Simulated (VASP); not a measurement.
# SnTe (F-43m) in VASP: notebook

The runs below take SnTe through single point, with r2SCAN, PBE0.

Everything below comes from runs of VASP 6.6.1. Logs are shortened: lines on timing, memory, paths and dates and some standing lists are left out, and cuts for length are marked.

## (1) The cell of the first run

It takes space group F-43m (No. 216, cubic). Conventional cell: a = 7.174 Å, b = 7.174 Å, c = 7.174 Å, α = 90.00°, β = 90.00°, γ = 90.00°. Within 4.1 Å of Te (site symmetry -43m) lie 4 Sn at 3.11 Å. Sn (site symmetry -43m) has 4 Te at 3.11 Å within 4.1 Å.

## (2) Single point, r2SCAN

Input file POSCAR:

```
SnTe
1.0
    0.0000000000      3.5869093905      3.5869093905
    3.5869093905      0.0000000000      3.5869093905
    3.5869093905      3.5869093905      0.0000000000
Te Sn
1 1
Direct
    0.2500000000      0.2500000000      0.2500000000
    0.0000000000      0.0000000000      0.0000000000
```

Input file INCAR.step1:

```
ALGO     = Normal         # electronic algorithm
EDIFF    = 1E-4           # SCF threshold, eV
ENCUT    = 520            # plane-wave cutoff, eV
GGA      = PE             # functional
ISMEAR   = -1             # smearing method
LASPH    = True           # aspherical terms in the spheres
LCHARG   = False          # write CHGCAR
LREAL    = False          # projectors in reciprocal space
LWAVE    = True           # write WAVECAR
NBANDS   = 17             # bands
NELM     = 100            # most SCF steps
PREC     = Accurate       # precision mode
SIGMA    = 0.05           # smearing width, eV
```

Input file INCAR.step2:

```
ALGO     = Normal         # electronic algorithm
EDIFF    = 1E-6           # SCF threshold, eV
ENCUT    = 520            # plane-wave cutoff, eV
ISIF     = 2              # what is computed and relaxed
ISMEAR   = -1             # smearing method
ISTART   = 1            
LASPH    = True           # aspherical terms in the spheres
LCHARG   = True           # write CHGCAR
LELF     = True           # ELF
LMIXTAU  = True         
LREAL    = False          # projectors in reciprocal space
LVHAR    = True         
LWAVE    = False          # write WAVECAR
METAGGA  = R2SCAN         # meta-GGA
NBANDS   = 17             # bands
NELM     = 100            # most SCF steps
PREC     = Accurate       # precision mode
SIGMA    = 0.05           # smearing width, eV
```

Input file KPOINTS:

```
k-points
0
Gamma
  7 7 7
```

Potentials or basis: VASP PAW PBE potentials, release 64 (Te, Sn_d).

Run with:

```
$ cat potpaw_PBE.64/Te/POTCAR potpaw_PBE.64/Sn_d/POTCAR > POTCAR
$ cp INCAR.step1 INCAR
$ mpirun -np 1 vasp_std > vasp.out
$ cp INCAR.step2 INCAR
$ mpirun -np 1 vasp_std > vasp.out
```

OUTCAR:

```text
EDIFF = 1E-6
   ENCUT = 520
   ISIF = 2
   ISMEAR = -1
   ISTART = 1
   LASPH = True
   LREAL = False
   METAGGA = R2SCAN
   NELM = 100
   PREC = Accurate

 ion  position               nearest neighbor table
   1  0.250  0.250  0.250-   2 3.11   2 3.11   2 3.11   2 3.11
   2  0.000  0.000  0.000-   1 3.11   1 3.11   1 3.11   1 3.11

  LATTYP: Found a face centered cubic cell.
 ALAT       =     7.1738187810

  Lattice vectors:

 A1 = (   0.0000000000,   3.5869093905,   3.5869093905)
 A2 = (   3.5869093905,   0.0000000000,   3.5869093905)
 A3 = (   3.5869093905,   3.5869093905,   0.0000000000)

Analysis of symmetry for initial positions (statically):
=====================================================================
 Subroutine PRICEL returns:
 Original cell was already a primitive cell.

 Routine SETGRP: Setting up the symmetry group for a
 face centered cubic supercell.

 Subroutine GETGRP returns: Found 24 space group operations
 (whereof 24 operations were pure point group operations)
 out of a pool of 48 trial point group operations.

The static configuration has the point symmetry T_d .

Analysis of symmetry for dynamics (positions and initial velocities):
=====================================================================
 Subroutine PRICEL returns:
 Original cell was already a primitive cell.

 Routine SETGRP: Setting up the symmetry group for a
 face centered cubic supercell.

 Subroutine GETGRP returns: Found 24 space group operations
 (whereof 24 operations were pure point group operations)
 out of a pool of 48 trial point group operations.

The dynamic configuration has the point symmetry T_d .

 Subroutine INISYM returns: Found 24 space group operations
 (whereof 24 operations are pure point group operations),
 and found     1 'primitive' translations

----------------------------------------------------------------------------------------

                                     Primitive cell

  volume of cell :      92.2978

  direct lattice vectors                    reciprocal lattice vectors
     0.000000000  3.586909390  3.586909390    -0.139395771  0.139395771  0.139395771
     3.586909390  0.000000000  3.586909390     0.139395771 -0.139395771  0.139395771
     3.586909390  3.586909390  0.000000000     0.139395771  0.139395771 -0.139395771

  length of vectors
     5.072655907  5.072655907  5.072655907     0.241440558  0.241440558  0.241440558

  position of ions in fractional coordinates (direct lattice)
     0.250000000  0.250000000  0.250000000
     0.000000000  0.000000000  0.000000000

  ion indices of the primitive-cell ions
   primitive index   ion index
                 1           1
                 2           2

----------------------------------------------------------------------------------------

 KPOINTS: k-points

Automatic generation of k-mesh.
 Grid dimensions read from file:
 generate k-points for:    7    7    7

 Generating k-lattice:

  Cartesian coordinates                     Fractional coordinates (reciprocal lattice)
    -0.019913682  0.019913682  0.019913682     0.142857143  0.000000000  0.000000000
     0.019913682 -0.019913682  0.019913682     0.000000000  0.142857143  0.000000000
     0.019913682  0.019913682 -0.019913682     0.000000000  0.000000000  0.142857143

  Length of vectors
     0.034491508  0.034491508  0.034491508

  Shift w.r.t. Gamma in fractional coordinates (k-lattice)
     0.000000000  0.000000000  0.000000000

 Subroutine IBZKPT returns following result:
 ===========================================

 Found     20 irreducible k-points:

 Following reciprocal coordinates:
            Coordinates               Weight
  0.000000  0.000000  0.000000      1.000000
  0.142857  0.000000  0.000000      8.000000
  0.285714  0.000000  0.000000      8.000000
  0.428571  0.000000  0.000000      8.000000
  0.142857  0.142857  0.000000      6.000000
  0.285714  0.142857  0.000000     24.000000
[... 12 lines left out ...]
 -0.428571  0.428571  0.142857     24.000000
 -0.285714  0.428571  0.142857     24.000000
   k-points           NKPTS =     20   k-points in BZ     NKDIM =     20   number of bands    NBANDS=     17
   number of dos      NEDOS =    301   number of ions     NIONS =      2
   total plane-waves  NPLWV =  64000
   dimension x,y,z NGX =    40 NGY =   40 NGZ =   40
   dimension x,y,z NGXF=    80 NGYF=   80 NGZF=   80
   ions per type =               1   1
   NGX,Y,Z   is equivalent  to a cutoff of  13.11, 13.11, 13.11 a.u.
   NGXF,Y,Z  is equivalent  to a cutoff of  26.22, 26.22, 26.22 a.u.
 SYSTEM =  unknown system
   PREC   = accura    normal or accurate (medium, high low for compatibility)
   ISTART =      1    job   : 0-new  1-cont  2-samecut
   ICHARG =      0    charge: 1-file 2-atom 10-const
   ISPIN  =      1    spin polarized calculation?
   LNONCOLLINEAR =      F non collinear calculations
   LSORBIT =      F    spin-orbit coupling
   LASPH  =      T    aspherical Exc in radial PAW
   ENCUT  =  520.0 eV  38.22 Ry    6.18 a.u.   9.43  9.43  9.43*2*pi/ulx,y,z
   NELM   =    100;   NELMIN=  2; NELMDL=  0     # of ELM steps
   EDIFF  = 0.1E-05   stopping-criterion for ELM
   LREAL  =      F    real-space projection
   EDIFFG = 0.1E-04   stopping-criterion for IOM
   NSW    =      0    number of steps for IOM
   IBRION =     -1    ionic relax: 0-MD 1-quasi-New 2-CG
   NFREE  =      0    steps in history (QN), initial steepest desc. (CG)
   ISIF   =      2    stress and relaxation
   ISYM   =      2    0-nonsym 1-usesym 2-fastsym
   POTIM  = 0.5000    time-step for ionic-motion
   TEBEG  =    0.0;   TEEND  =   0.0 temperature during run
   PSTRESS=    0.0 pullay stress
   NELECT =      20.0000    total number of electrons
   NUPDOWN=      -1.0000    fix difference up-down
   EMIN   =  10.00;   EMAX   =-10.00  energy-range for DOS
   EFERMI =   0.00;   METHOD = LEGACY
   ISMEAR =    -1;   SIGMA  =   0.05  broadening in eV -4-tet -1-fermi 0-gaus
   EFERMI_NEDOS =   21; number of points for ismear=-14 and -15
   IALGO  =     38    algorithm
   IMIX   =      4    mixing-type and parameters
     AMIX     =   0.40;   BMIX     =  1.00
     AMIX_MAG =   1.60;   BMIX_MAG =  1.00
  volume/ion in A,a.u.               =      46.15       311.43
  Fermi-wavevector in a.u.,A,eV,Ry     =   0.983304  1.858175 13.155290  0.966887
  Thomas-Fermi vector in A             =   2.114452
   LORBIT       =      0    0 simple, 1 ext, 2 COOP (PROOUT), +10 PAW based schemes
   METAGGA = R2SCAN    functional components
   LHFCALC =     F    Hartree Fock is set to
   AEXX    =    0.0000 exact exchange contribution
   IVDW    =     0    specifies the selected vdW correction
   LEPSILON=     F    determine dielectric tensor
   LRPA    =     F    only Hartree local field effects (RPA)
 non-spin polarized calculation
  energy-cutoff  :      520.00
  volume of cell :       92.30
 maximum number of plane-waves:      2521
 NGX is ok and might be reduce to    40
   NGX = 19   NGY = 19   NGZ = 19

 number of electron      20.0000005 magnetization

 Free energy of the ion-electron system (eV)
  ---------------------------------------------------
  ext. energy  EPLUGINS =         0.00000000
  ---------------------------------------------------
  free energy    TOTEN  =       -50.06807562 eV

  energy without entropy =      -50.06707241  energy(sigma->0) =      -50.06757402

 E-fermi :   3.2999     XC(G=0):  -8.0384

 val. band max:        3.0889818167   @ k =  -0.2857   0.4286   0.1429
 cond. band min:       3.4387037879   @ k =   0.4286   0.4286   0.0000
 fundamental gap:      0.3497219712
 Fermi energy:         3.2999208757

 k-point     1 :       0.0000    0.0000    0.0000
  band No.  band energies     occupation
      1     -19.2831      2.00000
      2     -19.2831      2.00000
      3     -19.2831      2.00000
      4     -19.2686      2.00000
      5     -19.2686      2.00000
      6      -8.9054      2.00000
[... 9 lines left out ...]
     16      10.0508      0.00000
     17      11.2060      0.00000

 k-point     2 :       0.1429    0.0000    0.0000
  band No.  band energies     occupation
      1     -19.2835      2.00000
      2     -19.2828      2.00000
      3     -19.2828      2.00000
      4     -19.2687      2.00000
      5     -19.2687      2.00000
      6      -8.8096      2.00000
[... 9 lines left out ...]
     16       9.5620      0.00000
     17      10.7103      0.00000

 k-point     3 :       0.2857    0.0000    0.0000
  band No.  band energies     occupation
      1     -19.2842      2.00000
      2     -19.2821      2.00000
      3     -19.2821      2.00000
      4     -19.2686      2.00000
      5     -19.2686      2.00000
      6      -8.5664      2.00000
[... 9 lines left out ...]
     16       9.4763      0.00000
     17      10.8067      0.00000

 k-point     4 :       0.4286    0.0000    0.0000
  band No.  band energies     occupation
      1     -19.2848      2.00000
      2     -19.2815      2.00000
      3     -19.2815      2.00000
      4     -19.2685      2.00000
      5     -19.2685      2.00000
      6      -8.3318      2.00000
[... 9 lines left out ...]
     16      10.2170      0.00000
     17      10.2854      0.00000
[... 263 lines left out ...]
      1     -19.2856      2.00000
      2     -19.2811      2.00000
      3     -19.2805      2.00000
      4     -19.2689      2.00000
      5     -19.2682      2.00000
      6      -8.1753      2.00000
[... 9 lines left out ...]
     16      10.8956      0.00000
     17      11.5350      0.00000

 k-point    19 :      -0.4286    0.4286    0.1429
  band No.  band energies     occupation
      1     -19.2866      2.00000
      2     -19.2805      2.00000
      3     -19.2798      2.00000
      4     -19.2693      2.00000
      5     -19.2679      2.00000
      6      -8.0855      2.00000
[... 9 lines left out ...]
     16      11.4224      0.00000
     17      12.1000      0.00000

 k-point    20 :      -0.2857    0.4286    0.1429
  band No.  band energies     occupation
      1     -19.2862      2.00000
      2     -19.2809      2.00000
      3     -19.2798      2.00000
      4     -19.2690      2.00000
      5     -19.2681      2.00000
      6      -8.0588      2.00000
[... 9 lines left out ...]
     16      11.0100      0.00000
     17      12.4028      0.00000

------------------------ aborting loop because EDIFF is reached ----------------------------------------

  FORCE on cell =-STRESS in cart. coord.  units (eV):
  Direction    XX          YY          ZZ          XY          YZ          ZX
  --------------------------------------------------------------------------------------
  -------------------------------------------------------------------------------------
  Total       -0.0501487     -0.0501487     -0.0501487      0.0000000      0.0000000      0.0000000
  in kB       -0.8705214     -0.8705214     -0.8705214      0.0000000      0.0000000      0.0000000
  external PRESSURE =      -0.8705214 kB  Pullay stress =       0.0000000 kB

 VOLUME and BASIS-vectors are now :
 -----------------------------------------------------------------------------
  energy-cutoff  :      520.00
  volume of cell :       92.30
      direct lattice vectors                 reciprocal lattice vectors
     0.000000000  3.586909390  3.586909390    -0.139395771  0.139395771  0.139395771
     3.586909390  0.000000000  3.586909390     0.139395771 -0.139395771  0.139395771
     3.586909390  3.586909390  0.000000000     0.139395771  0.139395771 -0.139395771

 POSITION                                       TOTAL-FORCE (eV/Angst)
 -----------------------------------------------------------------------------------
      1.79345      1.79345      1.79345         0.000000     -0.000000     -0.000000
      0.00000      0.00000      0.00000        -0.000000      0.000000      0.000000
 -----------------------------------------------------------------------------------
    total drift:                                0.000002      0.000002      0.000002

  FREE ENERGIE OF THE ION-ELECTRON SYSTEM (eV)
  ---------------------------------------------------
  free  energy   TOTEN  =       -50.0680756241 eV

  energy  without entropy=      -50.0670724080  energy(sigma->0) =      -50.06757402
```

Run time: 88 s. Hardware: 1 thread of AMD EPYC 9R45 (Zen 5), shared host; peak memory 0.23 GiB.

Results:

```yaml
Free_energy: -50.0681 eV
Pressure: -0.1 GPa
Band_gap_on_the_k_mesh: 0.35 eV (least direct gap 0.90 eV)
```

Levels at points of the mesh, in eV from the valence-band top:
```tsv
k point	band 7	band 8	band 9	band 10	band 11	band 12	band 13	band 14
(0.00, 0.00, 0.00)	-4.99	-2.00	-2.00	-2.00	1.24	1.24	1.24	4.46
```

Caveat: the PAW data sets were made with another functional, which shifts forces and pressure a little; spin-orbit coupling is left out, which moves the levels of the heavy elements; an odd mesh through Γ misses points on the zone boundary, where band edges can lie.

(Part 1 of 2 ends here.)
